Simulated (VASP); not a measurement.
Crystal: Cu4BrCl3.

```
CELL_PARAMETERS angstrom
3.67845 0.00000 0.00000
0.00000 3.67845 0.00000
0.00000 0.00000 10.32728
ATOMIC_POSITIONS crystal
Cu 0.00000 0.00000 0.74732
Cu 0.50000 0.50000 0.50000
Cu 0.00000 0.00000 0.25268
Cu 0.50000 0.50000 0.00000
Br 0.00000 0.00000 0.00000
Cl 0.50000 0.50000 0.74643
Cl 0.00000 0.00000 0.50000
Cl 0.50000 0.50000 0.25357
```

Base run:

* Program: VASP 6.6.1
* Functional: PBE
* Potentials or basis: VASP PAW PBE potentials, release 64 (Cu, Br, Cl)
* Cutoff: 520 eV
* k mesh: 6 × 6 × 2
* Occupations: gaussian, width 0.01 eV
* Spin: no spin polarisation

Its results: band gap on the k mesh 0.17 eV (least direct gap 1.20 eV); pressure 0.9 GPa; largest force 0.145 eV/Å.

**Question.** The run is repeated on the same cell with these changes: dispersion from none to D4. What comes out?

**Answer.** Band gap on the k mesh 0.17 eV (least direct gap 1.20 eV); pressure -2.0 GPa; largest force 0.142 eV/Å.

Dispersion adds attraction, which lowers the pressure at fixed volume and, as a term added to the energy, leaves the levels alone.

Caveats: semilocal functionals underestimate gaps, and a narrow one can read as zero.

A k mesh can miss the band edges.
